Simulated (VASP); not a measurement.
# Sb2Pt (Fm-3m) in VASP: notebook

The runs below take Sb2Pt through single point, relaxation of cell and atoms, with PBEsol.

All numbers are computed with VASP 6.6.1; they aren't measurements. Logs are shortened: lines on timing, memory, paths and dates and some standing lists are left out, and cuts for length are marked.

### 1 The cell of the first run

It takes space group Fm-3m (No. 225, cubic). The conventional cell has a = 6.552 Å, b = 6.552 Å, c = 6.552 Å, α = 90.00°, β = 90.00°, γ = 90.00°. Within 3.7 Å of Sb (site symmetry -43m) lie 4 Pt at 2.84 Å and 6 Sb at 3.28 Å. Pt (site symmetry m-3m) has 8 Sb at 2.84 Å within 3.7 Å.

### 2 Single point, PBEsol

Input file INCAR:

```
SYSTEM = Sb2Pt
PREC = Accurate
ENCUT = 520
EDIFF = 1E-6
ISMEAR = 0
SIGMA = 0.1
LREAL = .FALSE.
LASPH = .TRUE.
NELM = 100
ALGO = Normal
ISIF = 2
LWAVE = .FALSE.
LCHARG = .FALSE.
GGA = PS
NBANDS = 17
```

Input file KPOINTS:

```
Automatic mesh
0
G
  12 12 12
  0 0 0
```

Input file POSCAR:

```
Sb2Pt
1.0
    0.0000000000      3.2761127762      3.2761127762
    3.2761127762      0.0000000000      3.2761127762
    3.2761127762      3.2761127762      0.0000000000
Sb Pt
2 1
Direct
    0.2500000000      0.2500000000      0.2500000000
    0.7500000000      0.7500000000      0.7500000000
    0.0000000000      0.0000000000      0.0000000000
```

Potentials or basis: VASP PAW PBE potentials, release 64 (Sb, Pt).

Run with:

```console
cat potpaw_PBE.64/Sb/POTCAR potpaw_PBE.64/Pt/POTCAR > POTCAR
mpirun -np 1 vasp_std > vasp.out
```

OUTCAR:

```text
SYSTEM = Sb2Pt
   PREC = Accurate
   ENCUT = 520
   EDIFF = 1E-6
   ISMEAR = 0
   LREAL = .FALSE.
   LASPH = .TRUE.
   NELM = 100
   ISIF = 2
   GGA = PS

 ion  position               nearest neighbor table
   1  0.250  0.250  0.250-   3 2.84   3 2.84   3 2.84   3 2.84   2 3.28   2 3.28   2 3.28   2 3.28
                             2 3.28   2 3.28
   2  0.750  0.750  0.750-   3 2.84   3 2.84   3 2.84   3 2.84   1 3.28   1 3.28   1 3.28   1 3.28
                             1 3.28   1 3.28
   3  0.000  0.000  0.000-   2 2.84   2 2.84   2 2.84   1 2.84   2 2.84   1 2.84   1 2.84   1 2.84

  LATTYP: Found a face centered cubic cell.
 ALAT       =     6.5522255524

  Lattice vectors:

 A1 = (   0.0000000000,   3.2761127762,   3.2761127762)
 A2 = (   3.2761127762,   0.0000000000,   3.2761127762)
 A3 = (   3.2761127762,   3.2761127762,   0.0000000000)

Analysis of symmetry for initial positions (statically):
=====================================================================
 Subroutine PRICEL returns:
 Original cell was already a primitive cell.

 Routine SETGRP: Setting up the symmetry group for a
 face centered cubic supercell.

 Subroutine GETGRP returns: Found 48 space group operations
 (whereof 48 operations were pure point group operations)
 out of a pool of 48 trial point group operations.

The static configuration has the point symmetry O_h .

Analysis of symmetry for dynamics (positions and initial velocities):
=====================================================================
 Subroutine PRICEL returns:
 Original cell was already a primitive cell.

 Routine SETGRP: Setting up the symmetry group for a
 face centered cubic supercell.

 Subroutine GETGRP returns: Found 48 space group operations
 (whereof 48 operations were pure point group operations)
 out of a pool of 48 trial point group operations.

The dynamic configuration has the point symmetry O_h .

 Subroutine INISYM returns: Found 48 space group operations
 (whereof 48 operations are pure point group operations),
 and found     1 'primitive' translations

----------------------------------------------------------------------------------------

                                     Primitive cell

  volume of cell :      70.3245

  direct lattice vectors                    reciprocal lattice vectors
     0.000000000  3.276112776  3.276112776    -0.152619899  0.152619899  0.152619899
     3.276112776  0.000000000  3.276112776     0.152619899 -0.152619899  0.152619899
     3.276112776  3.276112776  0.000000000     0.152619899  0.152619899 -0.152619899

  length of vectors
     4.633123120  4.633123120  4.633123120     0.264345419  0.264345419  0.264345419

  position of ions in fractional coordinates (direct lattice)
     0.250000000  0.250000000  0.250000000
     0.750000000  0.750000000  0.750000000
     0.000000000  0.000000000  0.000000000

  ion indices of the primitive-cell ions
   primitive index   ion index
                 1           1
                 2           2
                 3           3

----------------------------------------------------------------------------------------

 KPOINTS: Automatic mesh

Automatic generation of k-mesh.
 Grid dimensions read from file:
 generate k-points for:   12   12   12

 Generating k-lattice:

  Cartesian coordinates                     Fractional coordinates (reciprocal lattice)
    -0.012718325  0.012718325  0.012718325     0.083333333  0.000000000  0.000000000
     0.012718325 -0.012718325  0.012718325     0.000000000  0.083333333  0.000000000
     0.012718325  0.012718325 -0.012718325     0.000000000  0.000000000  0.083333333

  Length of vectors
     0.022028785  0.022028785  0.022028785

  Shift w.r.t. Gamma in fractional coordinates (k-lattice)
     0.000000000  0.000000000  0.000000000

 Subroutine IBZKPT returns following result:
 ===========================================

 Found     72 irreducible k-points:

 Following reciprocal coordinates:
            Coordinates               Weight
  0.000000  0.000000  0.000000      1.000000
  0.083333  0.000000  0.000000      8.000000
  0.166667  0.000000  0.000000      8.000000
  0.250000  0.000000  0.000000      8.000000
  0.333333  0.000000  0.000000      8.000000
  0.416667  0.000000  0.000000      8.000000
[... 16 lines left out ...]
  0.500000  0.166667  0.000000     24.000000
 -0.416667  0.166667  0.000000     24.000000
 [... further k-points ...]
   k-points           NKPTS =     72   k-points in BZ     NKDIM =     72   number of bands    NBANDS=     17
   number of dos      NEDOS =    301   number of ions     NIONS =      3
   total plane-waves  NPLWV =  46656
   dimension x,y,z NGX =    36 NGY =   36 NGZ =   36
   dimension x,y,z NGXF=    72 NGYF=   72 NGZF=   72
   ions per type =               2   1
   NGX,Y,Z   is equivalent  to a cutoff of  12.92, 12.92, 12.92 a.u.
   NGXF,Y,Z  is equivalent  to a cutoff of  25.84, 25.84, 25.84 a.u.
 SYSTEM =  Sb2Pt
   PREC   = accura    normal or accurate (medium, high low for compatibility)
   ISTART =      0    job   : 0-new  1-cont  2-samecut
   ICHARG =      2    charge: 1-file 2-atom 10-const
   ISPIN  =      1    spin polarized calculation?
   LNONCOLLINEAR =      F non collinear calculations
   LSORBIT =      F    spin-orbit coupling
   LASPH  =      T    aspherical Exc in radial PAW
   ENCUT  =  520.0 eV  38.22 Ry    6.18 a.u.   8.61  8.61  8.61*2*pi/ulx,y,z
   NELM   =    100;   NELMIN=  2; NELMDL= -5     # of ELM steps
   EDIFF  = 0.1E-05   stopping-criterion for ELM
   LREAL  =      F    real-space projection
   EDIFFG = 0.1E-04   stopping-criterion for IOM
   NSW    =      0    number of steps for IOM
   IBRION =     -1    ionic relax: 0-MD 1-quasi-New 2-CG
   NFREE  =      0    steps in history (QN), initial steepest desc. (CG)
   ISIF   =      2    stress and relaxation
   ISYM   =      2    0-nonsym 1-usesym 2-fastsym
   POTIM  = 0.5000    time-step for ionic-motion
   TEBEG  =    0.0;   TEEND  =   0.0 temperature during run
   PSTRESS=    0.0 pullay stress
   NELECT =      20.0000    total number of electrons
   NUPDOWN=      -1.0000    fix difference up-down
   EMIN   =  10.00;   EMAX   =-10.00  energy-range for DOS
   EFERMI =   0.00;   METHOD = LEGACY
   ISMEAR =     0;   SIGMA  =   0.10  broadening in eV -4-tet -1-fermi 0-gaus
   EFERMI_NEDOS =   21; number of points for ismear=-14 and -15
   IALGO  =     38    algorithm
   IMIX   =      4    mixing-type and parameters
     AMIX     =   0.40;   BMIX     =  1.00
     AMIX_MAG =   1.60;   BMIX_MAG =  1.00
  volume/ion in A,a.u.               =      23.44       158.19
  Fermi-wavevector in a.u.,A,eV,Ry     =   1.076587  2.034455 15.769704  1.159041
  Thomas-Fermi vector in A             =   2.212476
   LORBIT       =      0    0 simple, 1 ext, 2 COOP (PROOUT), +10 PAW based schemes
   GGA     = PS    functional components
   LHFCALC =     F    Hartree Fock is set to
   AEXX    =    0.0000 exact exchange contribution
   IVDW    =     0    specifies the selected vdW correction
   LEPSILON=     F    determine dielectric tensor
   LRPA    =     F    only Hartree local field effects (RPA)
 non-spin polarized calculation
 Gauss-broadening in eV      SIGMA  =   0.10
  energy-cutoff  :      520.00
  volume of cell :       70.32
 maximum number of plane-waves:      1924
   NGX = 17   NGY = 17   NGZ = 17

 number of electron      19.9999999 magnetization

 Free energy of the ion-electron system (eV)
  ---------------------------------------------------
  ext. energy  EPLUGINS =         0.00000000
  ---------------------------------------------------
  free energy    TOTEN  =       -16.96241712 eV

  energy without entropy =      -16.95752430  energy(sigma->0) =      -16.95997071

 E-fermi :   8.9315     XC(G=0): -10.7998

 val. band max:        8.9201487014   @ k =  -0.3333   0.0833   0.0000
 cond. band min:       8.9318295052   @ k =  -0.1667   0.0833   0.0000
 fundamental gap:      0.0116808038
 Fermi energy:         8.9315342359

 k-point     1 :       0.0000    0.0000    0.0000
  band No.  band energies     occupation
      1      -4.0466      2.00000
      2       2.6033      2.00000
      3       3.2769      2.00000
      4       3.2769      2.00000
      5       3.2769      2.00000
      6       5.3163      2.00000
[... 9 lines left out ...]
     16      11.9225      0.00000
     17      12.0728      0.00000

 k-point     2 :       0.0833    0.0000    0.0000
  band No.  band energies     occupation
      1      -3.9737      2.00000
      2       2.0161      2.00000
      3       3.3140      2.00000
      4       3.3140      2.00000
      5       3.9112      2.00000
      6       5.2919      2.00000
[... 9 lines left out ...]
     16      12.1578      0.00000
     17      13.1474      0.00000

 k-point     3 :       0.1667    0.0000    0.0000
  band No.  band energies     occupation
      1      -3.7576      2.00000
      2       1.2415      2.00000
      3       3.4176      2.00000
      4       3.4176      2.00000
      5       4.7977      2.00000
      6       5.2355      2.00000
[... 9 lines left out ...]
     16      12.7587      0.00000
     17      14.9376      0.00000

 k-point     4 :       0.2500    0.0000    0.0000
  band No.  band energies     occupation
      1      -3.4068      2.00000
      2       0.4981      2.00000
      3       3.5630      2.00000
      4       3.5630      2.00000
      5       5.1917      2.00000
      6       5.1917      2.00000
[... 9 lines left out ...]
     16      13.5580      0.00000
     17      16.8074      0.00000
[... 343 lines left out ...]
      1      -2.5311      2.00000
      2      -0.4375      2.00000
      3       3.6506      2.00000
      4       3.7814      2.00000
      5       4.1052      2.00000
      6       5.1163      2.00000
[... 9 lines left out ...]
     16      16.0435      0.00000
     17      16.8336      0.00000

 k-point    23 :       0.5000    0.1667    0.0000
  band No.  band energies     occupation
      1      -1.9936      2.00000
      2      -1.0171      2.00000
      3       3.5099      2.00000
      4       3.9170      2.00000
      5       3.9200      2.00000
      6       5.1435      2.00000
[... 9 lines left out ...]
     16      16.1800      0.00000
     17      16.7301      0.00000

 k-point    24 :      -0.4167    0.1667    0.0000
  band No.  band energies     occupation
      1      -1.8325      2.00000
      2      -1.1946      2.00000
      3       3.3969      2.00000
      4       3.9541      2.00000
      5       4.0153      2.00000
      6       5.1011      2.00000
[... 9 lines left out ...]
     16      15.4932      0.00000
     17      17.5585      0.00000

 [... further k-points ...]
[... 5 lines left out ...]
  --------------------------------------------------------------------------------------
  -------------------------------------------------------------------------------------
  Total       -0.0452883     -0.0452883     -0.0452883      0.0000000     -0.0000000      0.0000000
  in kB       -1.0317870     -1.0317870     -1.0317870      0.0000000     -0.0000000      0.0000000
  external PRESSURE =      -1.0317870 kB  Pullay stress =       0.0000000 kB

 VOLUME and BASIS-vectors are now :
 -----------------------------------------------------------------------------
  energy-cutoff  :      520.00
  volume of cell :       70.32
      direct lattice vectors                 reciprocal lattice vectors
     0.000000000  3.276112776  3.276112776    -0.152619899  0.152619899  0.152619899
     3.276112776  0.000000000  3.276112776     0.152619899 -0.152619899  0.152619899
     3.276112776  3.276112776  0.000000000     0.152619899  0.152619899 -0.152619899

 POSITION                                       TOTAL-FORCE (eV/Angst)
 -----------------------------------------------------------------------------------
      1.63806      1.63806      1.63806         0.000000     -0.000000      0.000000
      4.91417      4.91417      4.91417         0.000000      0.000000     -0.000000
      0.00000      0.00000      0.00000        -0.000000      0.000000     -0.000000
 -----------------------------------------------------------------------------------
    total drift:                               -0.000000      0.000000      0.000000

  FREE ENERGIE OF THE ION-ELECTRON SYSTEM (eV)
  ---------------------------------------------------
  free  energy   TOTEN  =       -16.9624171170 eV

  energy  without entropy=      -16.9575242979  energy(sigma->0) =      -16.95997071
```

It took 1.9 min on 1 thread of Intel Xeon 8259CL, shared host; peak memory 0.26 GiB.

What came out:

```yaml
Free_energy: -16.9624 eV
Pressure: -0.1 GPa
Band_gap_on_the_k_mesh: zero (bands 10 and 11 overlap by 1.91 eV)
```

Levels at points of the mesh, in eV from the Fermi level:
| k point | band 6 | band 7 | band 8 | band 9 | band 10 | band 11 | band 12 | band 13 | band 14 | band 15 |
| --- | --- | --- | --- | --- | --- | --- | --- | --- | --- | --- |
| (0.00, 0.00, 0.00) | -3.62 | -3.62 | 1.12 | 1.12 | 1.12 | 1.14 | 1.14 | 1.14 | 2.99 | 2.99 |
| (0.50, 0.00, 0.00) | -3.55 | -3.55 | -2.02 | -2.02 | -1.16 | -0.79 | 1.44 | 1.44 | 5.84 | 6.59 |
| (0.50, 0.50, 0.00) | -4.03 | -4.03 | -3.63 | -3.42 | -1.65 | 1.45 | 4.58 | 4.58 | 4.59 | 7.05 |

Caveat: the PAW data sets were made with another functional, which shifts forces and pressure a little; spin-orbit coupling is left out, which moves the levels of the heavy elements.

### 3 Relaxation of cell and atoms, PBEsol

This run uses another cell than the first one, of 23.51 Å³/atom.

Input file INCAR:

```
PREC     = Accurate       # precision mode
ENCUT    = 600            # plane-wave cutoff, eV
EDIFF    = 1E-7           # SCF threshold, eV
ISMEAR   = 0              # smearing method
SIGMA    = 0.1            # smearing width, eV
LREAL    = False          # projectors in reciprocal space
LASPH    = True           # aspherical terms in the spheres
NELM     = 60             # most SCF steps
ALGO     = Normal         # electronic algorithm
ISIF     = 3              # what is computed and relaxed
LWAVE    = False          # write WAVECAR
LCHARG   = False          # write CHGCAR
GGA      = PS             # functional
IBRION   = 2              # ionic algorithm
NSW      = 80             # ionic steps
EDIFFG   = -0.01          # ionic threshold
```

Input file KPOINTS:

```
Automatic mesh
0
Gamma
  12 12 12
```

Input file POSCAR:

```
Sb2Pt
1.0
    0.0000000000      3.2793392673      3.2793392673
    3.2793392673      0.0000000000      3.2793392673
    3.2793392673      3.2793392673      0.0000000000
Sb Pt
2 1
Direct
    0.2500000000      0.2500000000      0.2500000000
    0.7500000000      0.7500000000      0.7500000000
    0.0000000000      0.0000000000      0.0000000000
```

Potentials or basis: VASP PAW PBE potentials, release 64 (Sb, Pt).

Run with:

```console
cat potpaw_PBE.64/Sb/POTCAR potpaw_PBE.64/Pt/POTCAR > POTCAR
mpirun -np 1 vasp_std > vasp.out
```

OUTCAR:

```text
PREC = Accurate
   ENCUT = 600
   EDIFF = 1E-7
   ISMEAR = 0
   LREAL = False
   LASPH = True
   NELM = 60
   ISIF = 3
   GGA = PS
   IBRION = 2
   NSW = 80
   EDIFFG = -0.01

 ion  position               nearest neighbor table
   1  0.250  0.250  0.250-   3 2.84   3 2.84   3 2.84   3 2.84   2 3.28   2 3.28   2 3.28   2 3.28
                             2 3.28   2 3.28
   2  0.750  0.750  0.750-   3 2.84   3 2.84   3 2.84   3 2.84   1 3.28   1 3.28   1 3.28   1 3.28
                             1 3.28   1 3.28
   3  0.000  0.000  0.000-   1 2.84   2 2.84   2 2.84   2 2.84   2 2.84   1 2.84   1 2.84   1 2.84

  LATTYP: Found a face centered cubic cell.
 ALAT       =     6.5586785346

  Lattice vectors:

 A1 = (   0.0000000000,   3.2793392673,   3.2793392673)
 A2 = (   3.2793392673,   0.0000000000,   3.2793392673)
[... 268 lines left out ...]
 fundamental gap:      0.0346990428
 Fermi energy:         8.9427059669

 k-point     1 :       0.0000    0.0000    0.0000
  band No.  band energies     occupation
      1      -4.0423      2.00000
      2       2.6162      2.00000
      3       3.2823      2.00000
      4       3.2823      2.00000
      5       3.2823      2.00000
      6       5.3231      2.00000
      7       5.3231      2.00000
      8      10.0642      0.00000
      9      10.0642      0.00000
     10      10.0642      0.00000
     11      10.0852      0.00000
     12      10.0852      0.00000
     13      10.0852      0.00000
     14      11.9319      0.00000
[... 377 lines left out ...]
      1      -1.8264      2.00000
      2      -1.1876      2.00000
      3       3.4027      2.00000
      4       3.9609      2.00000
      5       4.0212      2.00000
      6       5.1077      2.00000
      7       5.3471      2.00000
      8       6.0512      2.00000
      9       6.7913      2.00000
     10       8.1762      2.00000
     11       9.2743      0.00000
     12      10.7835      0.00000
     13      11.4355      0.00000
     14      13.4000      0.00000

 [... further k-points ...]
[... 5 lines left out ...]
  --------------------------------------------------------------------------------------
  -------------------------------------------------------------------------------------
  Total        0.0016447      0.0016447      0.0016447      0.0000000      0.0000000      0.0000000
  in kB        0.0374974      0.0374974      0.0374974      0.0000000      0.0000000      0.0000000
  external PRESSURE =       0.0374974 kB  Pullay stress =       0.0000000 kB
[... 18 lines left out ...]
  FREE ENERGIE OF THE ION-ELECTRON SYSTEM (eV)
  ---------------------------------------------------
  free  energy   TOTEN  =       -16.9622611171 eV

  energy  without entropy=      -16.9573737150  energy(sigma->0) =      -16.95981742

 reached required accuracy - stopping structural energy minimisation
```

OSZICAR:

```text
N       E                     dE             d eps       ncg     rms          rms(c)
DAV:   1     0.117740544657E+03    0.11774E+03   -0.87024E+03  2016   0.135E+03
[... 26 lines left out ...]
DAV:   2    -0.169630969506E+02    0.33110E-02   -0.26062E-02  2118   0.160E+00    0.222E-01
DAV:   3    -0.169623594604E+02    0.73749E-03   -0.24900E-03  2148   0.511E-01    0.866E-02
DAV:   4    -0.169622707026E+02    0.88758E-04   -0.51010E-04  2070   0.122E-01    0.179E-02
DAV:   5    -0.169622606505E+02    0.10052E-04   -0.50342E-05  2082   0.665E-02    0.170E-02
DAV:   6    -0.169622614551E+02   -0.80458E-06   -0.46469E-06  2172   0.205E-02    0.514E-03
DAV:   7    -0.169622611461E+02    0.30897E-06   -0.21986E-06  2250   0.136E-02    0.133E-03
DAV:   8    -0.169622611171E+02    0.29005E-07   -0.12265E-07  1038   0.337E-03
   3 F= -.16962261E+02 E0= -.16959817E+02  d E =-.331591E-03
```

CONTCAR:

```text
Sb2Pt
   1.00000000000000
    -0.0000000000000000    3.2753096263648440    3.2753096263648440
     3.2753096263648440    0.0000000000000000    3.2753096263648440
     3.2753096263648440    3.2753096263648440    0.0000000000000000
  Sb              Pt
     2     1
Direct
     0.2500000000000000    0.2500000000000000    0.2500000000000000
     0.7500000000000000    0.7500000000000000    0.7500000000000000
     0.0000000000000000    0.0000000000000000    0.0000000000000000

  0.00000000E+00  0.00000000E+00  0.00000000E+00
  0.00000000E+00  0.00000000E+00  0.00000000E+00
  0.00000000E+00  0.00000000E+00  0.00000000E+00
```

It took 5.5 min on 1 thread of Intel Xeon 8259CL, shared host; peak memory 0.31 GiB.

Results:

| Property | Result |
| --- | --- |
| Free energy | -16.9623 eV |
| Relaxed volume | 23.42 Å³/atom |
| Relaxed cell | a = 4.632 Å, b = 4.632 Å, c = 4.632 Å, α = 60.00°, β = 60.00°, γ = 60.00° |
| Space group after relaxing (to 0.1 Å) | Fm-3m (No. 225) |
| Energy gained by relaxing | 0.1 meV/atom |
| Ionic steps | 3 |
| Pressure after relaxing | 0.0 GPa |
| Band gap on the k mesh | zero (bands 10 and 11 overlap by 1.91 eV) |

The path:
```csv
step,energy change (eV),largest force (eV/Å),pressure (GPa),volume (Å³)
1,0.0000,0.0000,-0.41,70.53
2,0.0003,0.0000,0.59,69.92
3,-0.0003,0.0000,0.00,70.27
```

Final structure:
```yaml
crystal:
  lattice:
    - [0.00000, 3.27531, 3.27531]
    - [3.27531, 0.00000, 3.27531]
    - [3.27531, 3.27531, 0.00000]
  atoms:
    - { symbol: Sb, position: [0.25000, 0.25000, 0.25000] }
    - { symbol: Sb, position: [0.75000, 0.75000, 0.75000] }
    - { symbol: Pt, position: [0.00000, 0.00000, 0.00000] }
```

Caveat: the PAW data sets were made with another functional, which shifts forces and pressure a little; spin-orbit coupling is left out, which moves the levels of the heavy elements.

The gap in the log of VASP goes by the Fermi energy; the results here count the filled bands.